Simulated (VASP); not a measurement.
# TiSi (Cmmm) in VASP: a series of runs

Runs on TiSi. Level: PBEsol. Tasks: single point.

All numbers are computed with VASP 6.6.1; they aren't measurements. Logs are shortened: lines on timing, memory, paths and dates and some standing lists are left out, and cuts for length are marked.

### 1 The cell of the first run

The structure is orthorhombic, space group Cmmm (No. 65). The conventional cell has a = 3.601 Å, b = 4.143 Å, c = 7.579 Å, α = 90.00°, β = 90.00°, γ = 90.00°. Within 3.4 Å of Ti (site symmetry mm2) lie 8 Si at 2.55 to 2.87 Å and 4 Ti at 2.74 Å. Si (site symmetry mmm) has 8 Ti at 2.68 to 2.87 Å and 8 Si at 2.74 to 3.79 Å within 3.8 Å. Si (site symmetry mmm) has 8 Ti at 2.55 to 2.75 Å and 4 Si at 2.74 Å within 3.4 Å.

### 2 Single point, PBEsol (atoms displaced along a vibrational mode)

INCAR

```
  ALGO = Normal
  EDIFF = 1E-6
  ENCUT = 520
  GGA = PS
  ISIF = 2
  ISMEAR = 0
  LASPH = T
  LCHARG = T
  LELF = T
  LREAL = F
  LVHAR = T
  LWAVE = F
  NBANDS = 42
  NELM = 80
  PREC = Accurate
  SIGMA = 0.15
```

KPOINTS

```
k-points
0
Gamma
  12 6 10
```

POSCAR

```
TiSi
1.0
    3.6007916910      0.0000000000      0.0000000000
    0.0000000000      7.5785650265      0.0000000000
    0.0000000000      0.0000000000      4.1428981957
Ti Si
4 4
Direct
    0.0000000000      0.4881244009      0.0507500000
    0.5000000000      0.4881244009      0.5507500000
    0.5000000000      0.0118755991      0.5507500000
    0.0000000000      0.0118755991      0.0507500000
    0.0000000000      0.7500000000      0.5507500000
    0.0000000000      0.2500000000      0.5507500000
    0.5000000000      0.2500000000      0.0507500000
    0.5000000000      0.7500000000      0.0507500000
```

Potentials or basis: VASP PAW PBE potentials, release 64 (Ti_sv, Si).

On the command line:

```
$ cat potpaw_PBE.64/Ti_sv/POTCAR potpaw_PBE.64/Si/POTCAR > POTCAR
$ mpirun -np 1 vasp_std > vasp.out
```

OUTCAR:

```text
EDIFF = 1E-6
   ENCUT = 520
   GGA = PS
   ISIF = 2
   ISMEAR = 0
   LASPH = T
   LREAL = F
   NELM = 80
   PREC = Accurate

 ion  position               nearest neighbor table
   1  0.000  0.488  0.051-   7 2.55   7 2.55   8 2.68   8 2.68   2 2.74   2 2.74   2 2.74   2 2.74
                             6 2.75   6 2.75   5 2.87   5 2.87
   2  0.500  0.488  0.551-   6 2.55   6 2.55   5 2.68   5 2.68   1 2.74   1 2.74   1 2.74   1 2.74
                             7 2.75   7 2.75   8 2.87   8 2.87
   3  0.500  0.012  0.551-   6 2.55   6 2.55   5 2.68   5 2.68   4 2.74   4 2.74   4 2.74   4 2.74
                             7 2.75   7 2.75   8 2.87   8 2.87
   4  0.000  0.012  0.051-   7 2.55   7 2.55   8 2.68   8 2.68   3 2.74   3 2.74   3 2.74   3 2.74
                             6 2.75   6 2.75   5 2.87   5 2.87
   5  0.000  0.750  0.551-   2 2.68   3 2.68   2 2.68   3 2.68   8 2.74   8 2.74   8 2.74   8 2.74
                             1 2.87   1 2.87   4 2.87   4 2.87
   6  0.000  0.250  0.551-   2 2.55   3 2.55   2 2.55   3 2.55   7 2.74   7 2.74   7 2.74   7 2.74
                             1 2.75   1 2.75   4 2.75   4 2.75
   7  0.500  0.250  0.051-   1 2.55   4 2.55   1 2.55   4 2.55   6 2.74   6 2.74   6 2.74   6 2.74
                             3 2.75   2 2.75   3 2.75   2 2.75
   8  0.500  0.750  0.051-   1 2.68   4 2.68   1 2.68   4 2.68   5 2.74   5 2.74   5 2.74   5 2.74
                             3 2.87   2 2.87   3 2.87   2 2.87

  LATTYP: Found a simple orthorhombic cell.
 ALAT       =     3.6007916910
 B/A-ratio  =     1.1505520317
 C/A-ratio  =     2.1046940998

  Lattice vectors:

 A1 = (  -3.6007916910,   0.0000000000,   0.0000000000)
 A2 = (   0.0000000000,   0.0000000000,   4.1428981957)
 A3 = (   0.0000000000,   7.5785650265,   0.0000000000)

Analysis of symmetry for initial positions (statically):
=====================================================================
 Subroutine PRICEL returns following result:

  LATTYP: Found a base centered orthorhombic cell.
 ALAT       =     3.6007916910
 B/A-ratio  =     1.1505520317
 C/A-ratio  =     2.1046940998

  Lattice vectors:

 A1 = (   1.8003958455,   0.0000000000,   2.0714490979)
 A2 = (   1.8003958455,   0.0000000000,  -2.0714490978)
 A3 = (   0.0000000000,   7.5785650265,   0.0000000000)

   2 primitive cells build up your supercell.

 Routine SETGRP: Setting up the symmetry group for a
 simple orthorhombic supercell.

 Subroutine GETGRP returns: Found  8 space group operations
 (whereof  2 operations were pure point group operations)
 out of a pool of  8 trial point group operations.

The static configuration has the point symmetry C_1h.
 The point group associated with its full space group is D_2h.

Analysis of symmetry for dynamics (positions and initial velocities):
=====================================================================
 Subroutine PRICEL returns following result:

  LATTYP: Found a base centered orthorhombic cell.
 ALAT       =     3.6007916910
 B/A-ratio  =     1.1505520317
 C/A-ratio  =     2.1046940998

  Lattice vectors:

 A1 = (   1.8003958455,   0.0000000000,   2.0714490979)
 A2 = (   1.8003958455,   0.0000000000,  -2.0714490978)
 A3 = (   0.0000000000,   7.5785650265,   0.0000000000)

   2 primitive cells build up your supercell.

 Routine SETGRP: Setting up the symmetry group for a
 simple orthorhombic supercell.

 Subroutine GETGRP returns: Found  8 space group operations
 (whereof  2 operations were pure point group operations)
 out of a pool of  8 trial point group operations.

The dynamic configuration has the point symmetry C_1h.
 The point group associated with its full space group is D_2h.

 Subroutine INISYM returns: Found  8 space group operations
 (whereof  2 operations are pure point group operations),
 and found     2 'primitive' translations

----------------------------------------------------------------------------------------

                                     Primitive cell

  volume of cell :      56.5274

  direct lattice vectors                    reciprocal lattice vectors
     1.800395845  0.000000000  2.071449098     0.277716704  0.000000000  0.241376918
     1.800395845  0.000000000 -2.071449098     0.277716704  0.000000000 -0.241376918
     0.000000000  7.578565027  0.000000000     0.000000000  0.131951101  0.000000000

  length of vectors
     2.744508438  2.744508438  7.578565027     0.367952965  0.367952965  0.131951101

  position of ions in fractional coordinates (direct lattice)
     0.050750000  0.949250000  0.488124401
     0.050750000  0.949250000  0.011875599
     0.550750000  0.449250000  0.750000000
     0.550750000  0.449250000  0.250000000

  ion indices of the primitive-cell ions
   primitive index   ion index
                 1           1
                 2           4
                 3           5
                 4           6

----------------------------------------------------------------------------------------

 KPOINTS: k-points

Automatic generation of k-mesh.
 Grid dimensions read from file:
 generate k-points for:   12    6   10

 Generating k-lattice:

  Cartesian coordinates                     Fractional coordinates (reciprocal lattice)
     0.023143059  0.000000000  0.000000000     0.083333333  0.000000000  0.000000000
     0.000000000  0.021991850  0.000000000     0.000000000  0.166666667  0.000000000
     0.000000000  0.000000000  0.024137692     0.000000000  0.000000000  0.100000000

  Length of vectors
     0.023143059  0.021991850  0.024137692

  Shift w.r.t. Gamma in fractional coordinates (k-lattice)
     0.000000000  0.000000000  0.000000000

 Subroutine IBZKPT returns following result:
 ===========================================

 Found    168 irreducible k-points:

 Following reciprocal coordinates:
            Coordinates               Weight
  0.000000  0.000000  0.000000      1.000000
  0.083333  0.000000  0.000000      2.000000
  0.166667  0.000000  0.000000      2.000000
  0.250000  0.000000  0.000000      2.000000
  0.333333  0.000000  0.000000      2.000000
  0.416667  0.000000  0.000000      2.000000
[... 16 lines left out ...]
  0.083333  0.500000  0.000000      2.000000
  0.166667  0.500000  0.000000      2.000000
 [... further k-points ...]
   k-points           NKPTS =    168   k-points in BZ     NKDIM =    168   number of bands    NBANDS=     42
   number of dos      NEDOS =    301   number of ions     NIONS =      8
   total plane-waves  NPLWV =  50176
   dimension x,y,z NGX =    28 NGY =   56 NGZ =   32
   dimension x,y,z NGXF=    56 NGYF=  112 NGZF=   64
   ions per type =               4   4
   NGX,Y,Z   is equivalent  to a cutoff of  12.93, 12.28, 12.84 a.u.
   NGXF,Y,Z  is equivalent  to a cutoff of  25.85, 24.57, 25.68 a.u.
 SYSTEM =  unknown system
   PREC   = accura    normal or accurate (medium, high low for compatibility)
   ISTART =      0    job   : 0-new  1-cont  2-samecut
   ICHARG =      2    charge: 1-file 2-atom 10-const
   ISPIN  =      1    spin polarized calculation?
   LNONCOLLINEAR =      F non collinear calculations
   LSORBIT =      F    spin-orbit coupling
   LASPH  =      T    aspherical Exc in radial PAW
   ENCUT  =  520.0 eV  38.22 Ry    6.18 a.u.   6.70 14.09  7.70*2*pi/ulx,y,z
   NELM   =     80;   NELMIN=  2; NELMDL= -5     # of ELM steps
   EDIFF  = 0.1E-05   stopping-criterion for ELM
   LREAL  =      F    real-space projection
   EDIFFG = 0.1E-04   stopping-criterion for IOM
   NSW    =      0    number of steps for IOM
   IBRION =     -1    ionic relax: 0-MD 1-quasi-New 2-CG
   NFREE  =      0    steps in history (QN), initial steepest desc. (CG)
   ISIF   =      2    stress and relaxation
   ISYM   =      2    0-nonsym 1-usesym 2-fastsym
   POTIM  = 0.5000    time-step for ionic-motion
   TEBEG  =    0.0;   TEEND  =   0.0 temperature during run
   PSTRESS=    0.0 pullay stress
   NELECT =      64.0000    total number of electrons
   NUPDOWN=      -1.0000    fix difference up-down
   EMIN   =  10.00;   EMAX   =-10.00  energy-range for DOS
   EFERMI =   0.00;   METHOD = LEGACY
   ISMEAR =     0;   SIGMA  =   0.15  broadening in eV -4-tet -1-fermi 0-gaus
   EFERMI_NEDOS =   21; number of points for ismear=-14 and -15
   IALGO  =     38    algorithm
   IMIX   =      4    mixing-type and parameters
     AMIX     =   0.40;   BMIX     =  1.00
     AMIX_MAG =   1.60;   BMIX_MAG =  1.00
  volume/ion in A,a.u.               =      14.13        95.37
  Fermi-wavevector in a.u.,A,eV,Ry     =   1.354269  2.559198 24.953707  1.834046
  Thomas-Fermi vector in A             =   2.481455
   LORBIT       =      0    0 simple, 1 ext, 2 COOP (PROOUT), +10 PAW based schemes
   GGA     = PS    functional components
   LHFCALC =     F    Hartree Fock is set to
   AEXX    =    0.0000 exact exchange contribution
   IVDW    =     0    specifies the selected vdW correction
   LEPSILON=     F    determine dielectric tensor
   LRPA    =     F    only Hartree local field effects (RPA)
 non-spin polarized calculation
 Gauss-broadening in eV      SIGMA  =   0.15
  energy-cutoff  :      520.00
  volume of cell :      113.05
 maximum number of plane-waves:      3084
 NGX is ok and might be reduce to    28
   NGX = 13   NGY = 29   NGZ = 15

 number of electron      64.0000002 magnetization

 Free energy of the ion-electron system (eV)
  ---------------------------------------------------
  ext. energy  EPLUGINS =         0.00000000
  ---------------------------------------------------
  free energy    TOTEN  =       -61.18940985 eV

  energy without entropy =      -61.13887435  energy(sigma->0) =      -61.16414210

 E-fermi :  10.4911     XC(G=0): -11.9909

 val. band max:       10.4885328329   @ k =   0.1667   0.3333   0.0000
 cond. band min:      10.4919736052   @ k =   0.2500   0.0000   0.4000
 fundamental gap:      0.0034407724
 Fermi energy:        10.4911174635

 k-point     1 :       0.0000    0.0000    0.0000
  band No.  band energies     occupation
      1     -45.9340      2.00000
      2     -45.9315      2.00000
      3     -45.7691      2.00000
      4     -45.7672      2.00000
      5     -22.5174      2.00000
      6     -22.5114      2.00000
[... 34 lines left out ...]
     41      13.2740      0.00000
     42      13.5033      0.00000
[... 994 lines left out ...]
      2     -45.9203      2.00000
      3     -45.7791      2.00000
      4     -45.7779      2.00000
      5     -22.4826      2.00000
      6     -22.4738      2.00000
[... 34 lines left out ...]
     41      12.3469      0.00000
     42      12.5976      0.00000

 [... further k-points ...]
[... 5 lines left out ...]
  --------------------------------------------------------------------------------------
  -------------------------------------------------------------------------------------
  Total        0.7581673      0.2269264      0.6064557      0.0000000      0.0000000      0.0000000
  in kB       10.7445049      3.2159277      8.5944966      0.0000000      0.0000000      0.0000000
  external PRESSURE =       7.5183098 kB  Pullay stress =       0.0000000 kB

 VOLUME and BASIS-vectors are now :
 -----------------------------------------------------------------------------
  energy-cutoff  :      520.00
  volume of cell :      113.05
      direct lattice vectors                 reciprocal lattice vectors
     3.600791691  0.000000000  0.000000000     0.277716704  0.000000000  0.000000000
     0.000000000  7.578565026  0.000000000     0.000000000  0.131951101  0.000000000
     0.000000000  0.000000000  4.142898196     0.000000000  0.000000000  0.241376918

 POSITION                                       TOTAL-FORCE (eV/Angst)
 -----------------------------------------------------------------------------------
      0.00000      3.69928      0.21025         0.000000      0.809273     -0.000000
      1.80040      3.69928      2.28170         0.000000      0.809273     -0.000000
      1.80040      0.09000      2.28170         0.000000     -0.809273     -0.000000
      0.00000      0.09000      0.21025         0.000000     -0.809273     -0.000000
      0.00000      5.68392      2.28170         0.000000      0.000000     -0.000000
      0.00000      1.89464      2.28170         0.000000      0.000000      0.000000
      1.80040      1.89464      0.21025        -0.000000      0.000000      0.000000
      1.80040      5.68392      0.21025         0.000000      0.000000     -0.000000
 -----------------------------------------------------------------------------------
    total drift:                                0.000000      0.000000      0.000144

  FREE ENERGIE OF THE ION-ELECTRON SYSTEM (eV)
  ---------------------------------------------------
  free  energy   TOTEN  =       -61.1894098512 eV

  energy  without entropy=      -61.1388743505  energy(sigma->0) =      -61.16414210
```

Wall time 17 min (1 thread of Intel Xeon 8259CL, shared host); peak memory 0.64 GiB.

What came out:

```yaml
Free_energy: -61.1894 eV
Pressure: 0.8 GPa
Largest_force: 0.809 eV/Å
Band_gap_on_the_k_mesh: zero (bands 32 and 33 overlap by 1.16 eV)
```

Forces on the atoms (eV/Å):
```
Ti   0.000  0.809  0.000
Ti   0.000  0.809  0.000
Ti   0.000 -0.809  0.000
Ti   0.000 -0.809  0.000
Si   0.000  0.000  0.000
Si   0.000  0.000  0.000
Si   0.000  0.000  0.000
Si   0.000  0.000  0.000
```

Levels at points of the mesh, in eV from the Fermi level:
```tsv
k point	band 29	band 30	band 31	band 32	band 33	band 34	band 35	band 36
(0.00, 0.00, 0.00)	-1.38	-1.27	-0.97	-0.95	-0.42	0.62	0.68	1.69
(0.50, 0.00, 0.00)	-2.09	-2.09	-0.30	-0.30	0.02	0.02	0.59	0.59
(0.00, 0.50, 0.00)	-1.09	-1.06	-0.69	0.28	0.47	0.49	0.58	0.62
(0.50, 0.50, 0.00)	-1.82	-1.82	-1.37	-1.37	0.18	0.18	0.25	0.25
(0.00, 0.00, 0.50)	-0.77	-0.77	0.56	0.56	0.62	0.62	0.80	0.80
(0.50, 0.00, 0.50)	-1.79	-1.79	-0.88	-0.88	1.34	1.34	1.65	1.65
(0.00, 0.50, 0.50)	-0.95	-0.95	-0.40	-0.40	0.69	0.69	0.74	0.74
(0.50, 0.50, 0.50)	-1.15	-1.15	-1.02	-1.02	1.69	1.69	1.75	1.75
```

Caveat: the cell differs from its parent crystal (atoms displaced along a vibrational mode); the PAW data sets were made with another functional, which shifts forces and pressure a little.

### 3 Single point, PBEsol (atoms displaced along a vibrational mode)

INCAR

```
PREC = Accurate
ENCUT = 520
EDIFF = 1E-7
ISMEAR = 0
SIGMA = 0.15
LREAL = False
LASPH = True
NELM = 100
ALGO = Normal
ISIF = 2
LWAVE = False
LCHARG = False
GGA = PS
NBANDS = 42
```

KPOINTS

```
regular mesh
0
Gamma
  12 6 10
```

POSCAR

```
TiSi
1.0
    3.6007916910      0.0000000000      0.0000000000
    0.0000000000      7.5785650265      0.0000000000
    0.0000000000      0.0000000000      4.1428981957
Ti Si
4 4
Direct
    0.0000000000      0.4960414670      0.0507500000
    0.5000000000      0.4960414670      0.5507500000
    0.5000000000      0.0039585330      0.5507500000
    0.0000000000      0.0039585330      0.0507500000
    0.0000000000      0.7500000000      0.5507500000
    0.0000000000      0.2500000000      0.5507500000
    0.5000000000      0.2500000000      0.0507500000
    0.5000000000      0.7500000000      0.0507500000
```

Potentials or basis: VASP PAW PBE potentials, release 64 (Ti_sv, Si).

On the command line:

```
$ cat potpaw_PBE.64/Ti_sv/POTCAR potpaw_PBE.64/Si/POTCAR > POTCAR
$ mpirun -np 1 vasp_std > vasp.out
```

Run time: 23 min. Hardware: 1 thread of Intel Xeon 8259CL, shared host; peak memory 0.65 GiB.

The run converged. Its results:

| Item | Value |
| --- | --- |
| Free energy | -61.3190 eV |
| Pressure | 0.2 GPa |
| Largest force | 0.274 eV/Å |
| Band gap on the k mesh | zero (bands 32 and 33 overlap by 1.17 eV) |

Forces on the atoms (eV/Å):
```
Ti   0.000  0.274  0.000
Ti   0.000  0.274  0.000
Ti   0.000 -0.274  0.000
Ti   0.000 -0.274  0.000
Si   0.000  0.000  0.000
Si   0.000  0.000  0.000
Si   0.000  0.000  0.000
Si   0.000  0.000  0.000
```

Levels at points of the mesh, in eV from the Fermi level:
```
           k point  band 30  band 31  band 32  band 33  band 34  band 35
(0.00, 0.00, 0.00)    -1.23    -0.97    -0.93    -0.41     0.50     0.74
(0.50, 0.00, 0.00)    -2.19    -0.28    -0.28     0.05     0.05     0.59
(0.00, 0.50, 0.00)    -1.07    -0.38    -0.06     0.49     0.53     0.53
(0.50, 0.50, 0.00)    -1.66    -1.51    -1.51     0.22     0.22     0.24
(0.00, 0.00, 0.50)    -0.81     0.58     0.58     0.67     0.67     0.81
(0.50, 0.00, 0.50)    -1.77    -0.86    -0.86     1.37     1.37     1.68
(0.00, 0.50, 0.50)    -0.75    -0.56    -0.56     0.73     0.73     0.74
(0.50, 0.50, 0.50)    -1.08    -1.04    -1.04     1.74     1.74     1.76
```

Caveat: the cell differs from its parent crystal (atoms displaced along a vibrational mode); the PAW data sets were made with another functional, which shifts forces and pressure a little.
